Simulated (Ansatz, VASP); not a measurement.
# One calculation of C, two programs

INCAR

```
SYSTEM = C
ALGO = Normal ; EDIFF = 1E-6
ENCUT = 520 ; GGA = PE
ISIF = 2 ; ISMEAR = 0
IVDW = 12 ; LASPH = .True.
LCHARG = .False. ; LREAL = .False.
LWAVE = .False. ; NBANDS = 11
NELM = 100 ; PREC = Accurate
SIGMA = 0.03
```

KPOINTS

```
k-points
0
Gamma
  18 18 18
  0 0 0
```

The input POSCAR:

```
C
1.0
    0.0000000000      2.1341012763      3.3978816909
    1.2327815012      0.0000000000      3.3978816909
    1.2327815012      2.1341012763      0.0000000000
C
2
Direct
    0.1666966007      0.8333033993      0.1666966007
    0.8333033993      0.1666966007      0.8333033993
```

Input for Ansatz:

```yaml
crystal:
  lattice:
    - [0.0, 2.1341012763, 3.3978816909]
    - [1.2327815012, 0.0, 3.3978816909]
    - [1.2327815012, 2.1341012763, 0.0]
  atoms:
    - { symbol: C, position: [0.1666966007, 0.8333033993, 0.1666966007] }
    - { symbol: C, position: [0.8333033993, 0.1666966007, 0.8333033993] }
basis:
  ecutwfc: 520.0
kpoints:
  mp_grid: { grid: [18, 18, 18] }
hamiltonian:
  xc: pbe
  pseudopotentials: { kind: paw, azcp: { folder: soft_1 } }
  dispersion: d3bj
scf:
  occupations: { method: gaussian, width: 0.03 }
output:
  forces: true
  stress: true
  eigenvalues: true
```

Alike in both runs: task single point; functional PBE; dispersion D3(BJ); k mesh 18 × 18 × 18; occupations gaussian, width 0.03 eV; no spin polarisation.

```csv
,VASP,Ansatz
version,VASP 6.6.1,Ansatz 0.2.0
potentials or method,"VASP PAW PBE potentials, release 64 (C), cutoff 520 eV","scalar-relativistic, plane waves, PAW"
valence electrons in the cell,8,8
```

|  | VASP | Ansatz | Ansatz less VASP |
| --- | --- | --- | --- |
| gap on the k mesh at the Fermi level (eV) | 0.07 | 0.07 | 0.000 |
| least direct gap on the mesh (eV) | 0.14 | 0.14 | 0.000 |
| pressure (GPa) | 0.4 | 0.0 | -0.43 |
| traceless stress, the component that is largest in VASP (GPa) | -0.53 | 0.00 | +0.530 |
